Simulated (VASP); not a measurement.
Set up this calculation in VASP 6.6.1, as the native input.

| Property | Result |
| --- | --- |
| Task | relaxation of the atoms |
| Functional | PBE |
| Potentials or basis | VASP PAW PBE potentials, release 64 (Mg) |
| Cutoff | 520 eV |
| k mesh | 9 × 4 × 1 |
| Occupations | gaussian, width 0.1 eV |
| Spin | no spin polarisation |
| Dipole correction | yes |
| Atoms held fixed (from 0) | [0, 1, 2] |
| Further INCAR settings | ALGO = Normal; EDIFF = 1e-06; ISYM = 0; IBRION = 2; EDIFFG = -0.03; NSW = 70 |

The structure of Mg lies in POSCAR:

```
Mg
1.0
    3.2034417932      0.0000000000      0.0000000000
   -1.6017208966      7.8153198520      0.0000000000
    0.0000000000      0.0000000000     17.9780731148
Mg
6
Selective dynamics
Direct
    0.8493879957      0.6987759913      0.3893631957  F F F
    0.5210014932      0.0420029864      0.4233852182  F F F
    0.1926149907      0.3852299814      0.4574072407  F F F
    0.3703894889      0.7407789777      0.5425927593  T T T
    0.0420029864      0.0840059728      0.5766147818  T T T
    0.7136164839      0.4272329678      0.6106368043  T T T
```

The input as run:

INCAR

```
SYSTEM = Mg
PREC     = Accurate       ! precision mode
ENCUT    = 520            ! plane-wave cutoff, eV
EDIFF    = 1E-6           ! SCF threshold, eV
ISMEAR   = 0              ! smearing method
SIGMA    = 0.1            ! smearing width, eV
LREAL    = .False.        ! projectors in reciprocal space
LASPH    = .True.         ! aspherical terms in the spheres
NELM     = 100            ! most SCF steps
ALGO     = Normal         ! electronic algorithm
ISIF     = 2              ! what is computed and relaxed
LWAVE    = .False.        ! write WAVECAR
LCHARG   = .False.        ! write CHGCAR
LDIPOL   = .True.       
IDIPOL   = 3            
DIPOL    = 0.5 0.5 0.500
GGA      = PE             ! functional
IBRION   = 2              ! ionic algorithm
NSW      = 70             ! ionic steps
EDIFFG   = -0.03          ! ionic threshold
ISYM     = 0
```

KPOINTS

```
Automatic mesh
0
Gamma
  9 4 1
  0 0 0
```

Potentials or basis: VASP PAW PBE potentials, release 64 (Mg).

The run is started by

```bash
$ cat potpaw_PBE.64/Mg/POTCAR > POTCAR
$ mpirun -np 1 vasp_std > vasp.out
```

It gave:

```
Energy gained by relaxing : 2.3 meV/atom
Ionic steps               : 8
Band gap on the k mesh    : zero (bands 6 and 7 overlap by 1.02 eV)
```

Wall time 7.8 min on 1 thread of Intel(R) Xeon(R) Platinum 8259CL CPU @ 2.50GHz (Skylake/Cascade Lake), on a shared host, peak memory 0.52 GiB.
